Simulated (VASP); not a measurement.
Here is a VASP 6.6.1 calculation.

INCAR

```
SYSTEM = Ta2N
  PREC = Accurate
  ENCUT = 600
  EDIFF = 1E-6
  ISMEAR = -1
  SIGMA = 0.1
  LREAL = .FALSE.
  LASPH = .TRUE.
  NELM = 200
  ALGO = Normal
  ISIF = 2
  LWAVE = .FALSE.
  LCHARG = .TRUE.
  LMAXMIX = 4
  LDAU = .TRUE.
  LDAUTYPE = 2
  LDAUL = 2 -1
  LDAUU = 4 0
  LDAUJ = 0 0
  LDAUPRINT = 1
  GGA = RE
  LELF = .TRUE.
  LVHAR = .TRUE.
  NBANDS = 20
  GGA_COMPAT = .FALSE.
```

The input KPOINTS:

```
Automatic mesh
0
G
  10 10 6
  0 0 0
```

File POSCAR:

```
Ta2N
1.0
    3.1128615100      0.0000000000      0.0000000000
   -1.5564307550      2.6958171461      0.0000000000
    0.0000000000      0.0000000000      4.8698410000
Ta N
2 1
Direct
    0.3333333333      0.6666666667      0.2547110000
    0.6666666667      0.3333333333      0.7452890000
    0.0000000000      0.0000000000      0.0000000000
```

Potentials or basis: VASP PAW PBE potentials, release 64 (Ta_pv, N).

Launch:

```bash
$ cat potpaw_PBE.64/Ta_pv/POTCAR potpaw_PBE.64/N/POTCAR > POTCAR
$ mpirun -np 1 vasp_std > vasp.out
```

Q: Predict the largest force.

A: 0.606 eV/Å.

Q: Predict the band gap on the k mesh.

A: Zero (an odd number of electrons rules out a gap without spin polarisation).

Q: Estimate the pressure.

A: 13.3 GPa.

Forces on the atoms (eV/Å):
```
Ta   0.000  0.000  0.606
Ta   0.000  0.000 -0.606
N    0.000  0.000  0.000
```

Caveat: the cell stands under pressure; the PAW data sets were made with another functional, which shifts forces and pressure a little; spin-orbit coupling is left out, which moves the levels of the heavy elements; U without spin polarisation on a metal has little footing.
